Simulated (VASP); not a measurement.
GaN, 2 atoms in the cell. It takes space group F-43m (No. 216, cubic). Conventional cell: a = 4.507 Å, b = 4.507 Å, c = 4.507 Å, α = 90.00°, β = 90.00°, γ = 90.00°. Within 2.6 Å of Ga (site symmetry -43m) lie 4 N at 1.95 Å. Within 2.6 Å of N (site symmetry -43m) lie 4 Ga at 1.95 Å. 

- Program: VASP 6.6.1
- Task: relaxation of cell and atoms
- Functional: PBEsol
- Dispersion: D4
- Potentials or basis: VASP PAW PBE potentials, release 64 (Ga_d, N)
- Cutoff: 600 eV
- k mesh: 10 × 10 × 10
- Occupations: fermi-dirac, width 0.05 eV
- Spin: no spin polarisation
- Dipole correction: no
- Further INCAR settings: ALGO = Normal; EDIFF = 1e-06; IBRION = 2; EDIFFG = -0.01; NSW = 60; ISIF = 3

Potentials or basis: VASP PAW PBE potentials, release 64 (Ga_d, N).

Command:

```console
$ cat potpaw_PBE.64/Ga_d/POTCAR potpaw_PBE.64/N/POTCAR > POTCAR
$ mpirun -np 1 vasp_std > vasp.out
```

Hardware: 1 thread of AMD EPYC 9R45 (Zen 5) (shared host).

Question: How long does it take, and how much memory?

Answer: Run time: 42 s on 1 thread of AMD EPYC 9R45 (Zen 5), with other jobs on the host, peak memory 0.14 GiB. Counts: scf iterations 41, k points 47, ion steps 6.
